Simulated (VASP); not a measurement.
Wanted: the native input for a VASP 6.6.1 run.

```yaml
Task: single point
Functional: PBE
Dispersion: D4
Potentials_or_basis: VASP PAW PBE potentials, release 64 (Hf_pv)
Cutoff: 520 eV
k_mesh: 10 × 10 × 10
Occupations: tetrahedron
Spin: no spin polarisation
Dipole_correction: no
Further_INCAR_settings: ALGO = Normal; EDIFF = 1e-06; NBANDS = 11
```

The structure of Hf lies in POSCAR:

```
Hf
1.0
   -1.8050000000      1.8050000000      1.8050000000
    1.8050000000     -1.8050000000      1.8050000000
    1.8050000000      1.8050000000     -1.8050000000
Hf
1
Direct
    0.0000000000      0.0000000000      0.0000000000
```

These files were run (other wordings do the same):

INCAR

```
PREC = Accurate
ENCUT = 520
EDIFF = 1E-6
ISMEAR = -5
SIGMA = 0.05
LREAL = F
LASPH = T
NELM = 80
ALGO = Normal
ISIF = 2
LWAVE = F
LCHARG = F
GGA = PE
IVDW = 13
NBANDS = 11
```

KPOINTS

```
Automatic mesh
0
Gamma
  10 10 10
```

Potentials or basis: VASP PAW PBE potentials, release 64 (Hf_pv).

Launch:

```bash
$ cat potpaw_PBE.64/Hf_pv/POTCAR > POTCAR
$ mpirun -np 1 vasp_std > vasp.out
```

Results of the run:

```yaml
Pressure: -6.8 GPa
Band_gap_on_the_k_mesh: zero (band 5 reaches 5.73 eV, above the bottom of band 6 at 3.54 eV)
Dispersion_energy_per_atom: -0.199 eV
```

Caveat: spin-orbit coupling is left out, which moves the levels of the heavy elements; pairwise dispersion overbinds metals, which lowers pressure and volume; tetrahedron occupations give inexact forces and stress in metals.

It took 19 s on 1 thread of Intel(R) Xeon(R) Platinum 8259CL CPU @ 2.50GHz (Skylake/Cascade Lake), on a shared host, peak memory 0.14 GiB.
